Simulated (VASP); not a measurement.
SrCl2: single point with PBE

The system is SrCl2.

```
CELL_PARAMETERS angstrom
0.01744 3.48835 3.48835
3.48835 0.01744 3.48835
3.50579 3.50579 0.00000
ATOMIC_POSITIONS crystal
Sr 0.00000 0.00000 0.00000
Cl 0.25000 0.25000 0.25000
Cl 0.75000 0.75000 0.75000
```

| Quantity | Value |
| --- | --- |
| Program | VASP 6.6.1 |
| Task | single point |
| Functional | PBE |
| Potentials or basis | VASP PAW PBE potentials, release 64 (Sr_sv, Cl) |
| Cutoff | 520 eV |
| k mesh | 5 × 5 × 5 |
| Occupations | gaussian, width 0.02 eV |
| Spin | no spin polarisation |
| Dipole correction | no |
| Further INCAR settings | ALGO = Normal; EDIFF = 1e-06; NBANDS = 19 |

The pressure is 1.1 GPa, the largest force is 0.025 eV/Å and the band gap on the k mesh is 5.41 eV, indirect (least direct gap 5.67 eV).

Forces on the atoms (eV/Å):
```
Sr   0.000  0.000  0.000
Cl   0.000  0.000 -0.025
Cl   0.000  0.000  0.025
```

Stress tensor (GPa, compression positive):
```
 1.07 -0.15  0.00
-0.15  1.07  0.00
 0.00  0.00  1.07
```

Levels at points of the mesh, in eV from the valence-band top:
| k point | band 10 | band 11 | band 12 | band 13 | band 14 | band 15 |
| --- | --- | --- | --- | --- | --- | --- |
| (0.00, 0.00, 0.00) | -0.27 | -0.27 | -0.26 | 5.41 | 6.17 | 6.17 |

It took 36 s on 1 thread of Intel(R) Xeon(R) Platinum 8488C (Sapphire Rapids), with other jobs on the host, peak memory 0.24 GiB.

A k mesh can miss the band edges. As with any semilocal functional, this PBE gap is likely too small.
